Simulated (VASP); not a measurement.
Wanted: the native input for a VASP 6.6.1 run.

```yaml
Task: single point
Functional: PBE
Potentials_or_basis: VASP PAW PBE potentials, release 64 (V_sv)
Cutoff: 520 eV
k_mesh: 11 × 11 × 11
Occupations: methfessel-paxton, width 0.1 eV
Spin: collinear spin, ferromagnetic start
Starting_moments: "[2.0] μB"
Dipole_correction: no
Further_INCAR_settings: ALGO = Fast; EDIFF = 1e-07; NBANDS = 16
```

The structure of V lies in POSCAR:

```
V
1.0
   -1.5143500000      1.5143500000      1.5143500000
    1.5143500000     -1.5143500000      1.5143500000
    1.5143500000      1.5143500000     -1.5143500000
V
1
Direct
    0.0000000000      0.0000000000      0.0000000000
```

One way to write it, as run:

INCAR

```
SYSTEM = V
PREC = Accurate
ENCUT = 520
EDIFF = 1E-7
ISMEAR = 1
SIGMA = 0.1
LREAL = .False.
LASPH = .True.
NELM = 150
ALGO = Fast
ISIF = 2
LWAVE = .False.
LCHARG = .False.
ISPIN = 2
MAGMOM = 2
LORBIT = 11
LMAXMIX = 4
GGA = PE
NBANDS = 16
```

KPOINTS

```
Automatic mesh
0
Gamma
  11 11 11
  0 0 0
```

Potentials or basis: VASP PAW PBE potentials, release 64 (V_sv).

Command:

```console
$ cat potpaw_PBE.64/V_sv/POTCAR > POTCAR
$ mpirun -np 1 vasp_std > vasp.out
```

Results of the run:

| Quantity | Value |
| --- | --- |
| Pressure | -5.2 GPa |
| Net moment | 0.00 μB per cell |
| Valence electrons inside the program's atomic spheres | V 11.60 |

Caveat: the cell stands under tension.

Wall time 12 s on 1 thread of Intel(R) Xeon(R) 6975P-C (Granite Rapids) (shared host), peak memory 0.14 GiB.
